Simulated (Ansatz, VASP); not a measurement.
# One calculation of ScAl, two programs

File POSCAR:

```
ScAl
1.0
    3.2285498669      0.0000000000      0.0000000000
    0.0000000000      3.2285498669      0.0000000000
    0.0000000000      0.0000000000      3.2285498669
Sc Al
1 1
Direct
    0.5000000000      0.5000000000      0.5000000000
    0.0000000000      0.0000000000      0.0000000000
```

File INCAR.step1:

```
SYSTEM = ScAl
PREC = Accurate
ENCUT = 520
ISMEAR = 0
SIGMA = 0.1
LREAL = .FALSE.
LASPH = .TRUE.
NELM = 80
NBANDS = 14
GGA = PE
ALGO = Normal
EDIFF = 1E-4
LWAVE = .TRUE.
LCHARG = .FALSE.
```

Contents of INCAR.step2:

```
SYSTEM = ScAl
PREC = Accurate
ENCUT = 520
EDIFF = 1E-7
ISMEAR = 0
SIGMA = 0.1
LREAL = .FALSE.
LASPH = .TRUE.
NELM = 80
ALGO = Normal
ISIF = 2
LWAVE = .FALSE.
LCHARG = .FALSE.
METAGGA = R2SCAN
LMIXTAU = .TRUE.
NBANDS = 14
ISTART = 1
```

File KPOINTS:

```
regular mesh
0
G
  12 12 12
  0 0 0
```

Input for Ansatz:

```yaml
crystal:
  lattice:
    - [3.2285498669, 0.0, 0.0]
    - [0.0, 3.2285498669, 0.0]
    - [0.0, 0.0, 3.2285498669]
  atoms:
    - { symbol: Sc, position: [0.5, 0.5, 0.5] }
    - { symbol: Al, position: [0.0, 0.0, 0.0] }
basis:
  ecutwfc: 500
kpoints:
  mp_grid: { grid: [12, 12, 12] }
hamiltonian:
  xc: r2scan
scf:
  occupations: { method: gaussian, width: 0.1 }
output:
  forces: true
  stress: true
  eigenvalues: true
```

Alike in both runs: task single point; functional r2SCAN; k mesh 12 × 12 × 12; occupations gaussian, width 0.1 eV; no spin polarisation.

```csv
,VASP,Ansatz
version,VASP 6.6.1,Ansatz 0.2.0
potentials or method,"VASP PAW PBE potentials, release 64 (Sc_sv, Al), cutoff 520 eV","scalar-relativistic, plane waves, PAW"
valence electrons in the cell,14,14
```

|  | VASP | Ansatz | Ansatz less VASP |
| --- | --- | --- | --- |
| gap on the k mesh at the Fermi level (eV) | none | none | - |
| pressure (GPa) | 13.8 | 13.5 | -0.30 |

VASP's potentials were made for PBE, not for r2SCAN. A gap of «none» marks a metal or a gap that the smearing closes.
